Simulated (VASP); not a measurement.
Here is a VASP 6.6.1 calculation.

The input INCAR:

```
ALGO = Normal
EDIFF = 1E-7
ENCUT = 520
GGA = PE
ISIF = 2
ISMEAR = 0
LASPH = True
LCHARG = True
LELF = True
LREAL = Auto
LVHAR = True
LWAVE = False
NBANDS = 93
NELM = 80
PREC = Accurate
SIGMA = 0.02
```

File KPOINTS:

```
k-points
0
Gamma
  4 4 4
```

The input POSCAR:

```
SnO2
1.0
   -5.0691028528      5.0691028528      5.0691028528
    5.0691028528     -5.0691028528      5.0691028528
    5.0691028528      5.0691028528     -5.0691028528
Sn O
6 12
Direct
    0.7500000000      0.2500000000      0.5000000000
    0.2500000000      0.7500000000      0.5000000000
    0.5000000000      0.2500000000      0.7500000000
    0.7500000000      0.5000000000      0.2500000000
    0.5000000000      0.7500000000      0.2500000000
    0.2500000000      0.5000000000      0.7500000000
    0.7173776494      0.2825619181      0.7173776494
    0.7174380819      0.4348157313      0.4348157313
    0.5651842687      0.0000000000      0.2826223506
    0.0000000000      0.2826223506      0.5651842687
    0.2826223506      0.0000000000      0.5651842687
    0.0000000000      0.5651842687      0.2826223506
    0.4348157313      0.7174380819      0.4348157313
    0.2825619181      0.7173776494      0.7173776494
    0.5651842687      0.2826223506      0.0000000000
    0.4348157313      0.4348157313      0.7174380819
    0.7173776494      0.7173776494      0.2825619181
    0.2826223506      0.5651842687      0.0000000000
```

Potentials or basis: VASP PAW PBE potentials, release 64 (Sn_d, O).

Command:

```bash
$ cat potpaw_PBE.64/Sn_d/POTCAR potpaw_PBE.64/O/POTCAR > POTCAR
$ mpirun -np 1 vasp_std > vasp.out
```

Problem. What does it give for the pressure?

Solution. 0.2 GPa.

Problem. Estimate the largest force.

Solution. 0.042 eV/Å.

Problem. Predict the band gap on the k mesh.

Solution. 2.33 eV (least direct gap 2.36 eV).

Forces in eV/Å, atoms in the order of the input:
```
Sn   0.000  0.000  0.000
Sn   0.000  0.000  0.000
Sn   0.000  0.000  0.000
Sn   0.000  0.000  0.000
Sn   0.000  0.000  0.000
Sn   0.000  0.000  0.000
O    0.008  0.041  0.008
O    0.041 -0.008 -0.008
O   -0.008 -0.041  0.008
O   -0.041  0.008 -0.008
O    0.008 -0.041 -0.008
O   -0.041 -0.008  0.008
O   -0.008  0.041 -0.008
O    0.041  0.008  0.008
O   -0.008  0.008 -0.041
O   -0.008 -0.008  0.041
O    0.008  0.008  0.041
O    0.008 -0.008 -0.041
```

Caveat: spin-orbit coupling is left out, which moves the levels of the heavy elements. A k mesh can miss the band edges.
